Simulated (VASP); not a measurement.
Set up this calculation in VASP 6.6.1, as the native input.

| Quantity | Value |
| --- | --- |
| Task | single point |
| Functional | PBE |
| Potentials or basis | VASP PAW PBE potentials, release 64 (Re_sv_GW) |
| Cutoff | 500 eV |
| k mesh | 14 × 14 × 14 |
| Occupations | fermi-dirac, width 0.1 eV |
| Spin | no spin polarisation |
| Dipole correction | no |
| Second run | valence_matched |
| Further INCAR settings | ALGO = Normal; EDIFF = 1e-06; NBANDS = 14 |

The structure of Re lies in POSCAR:

```
Re
1.0
    2.5804935598      0.0000000000      0.0000000000
    0.0000000000      2.5804935598      0.0000000000
    0.0000000000      0.0000000000      2.5804935598
Re
1
Direct
    0.0000000000      0.0000000000      0.0000000000
```

One way to write it, as run:

INCAR

```
ALGO = Normal
EDIFF = 1E-6
ENCUT = 500
GGA = PE
GGA_COMPAT = F
ISIF = 2
ISMEAR = -1
LASPH = T
LCHARG = F
LREAL = F
LWAVE = F
NBANDS = 14
NELM = 120
PREC = Accurate
SIGMA = 0.1
```

KPOINTS

```
k-points
0
Gamma
  14 14 14
```

Potentials or basis: VASP PAW PBE potentials, release 64 (Re_sv_GW).

Run with:

```bash
$ cat potpaw_PBE.64/Re_sv_GW/POTCAR > POTCAR
$ mpirun -np 1 vasp_std > vasp.out
```

It gave:

The pressure is -2.6 GPa.

Wall time 12 s on 1 thread of Intel(R) Xeon(R) 6975P-C (Granite Rapids), on a shared host, peak memory 0.14 GiB.
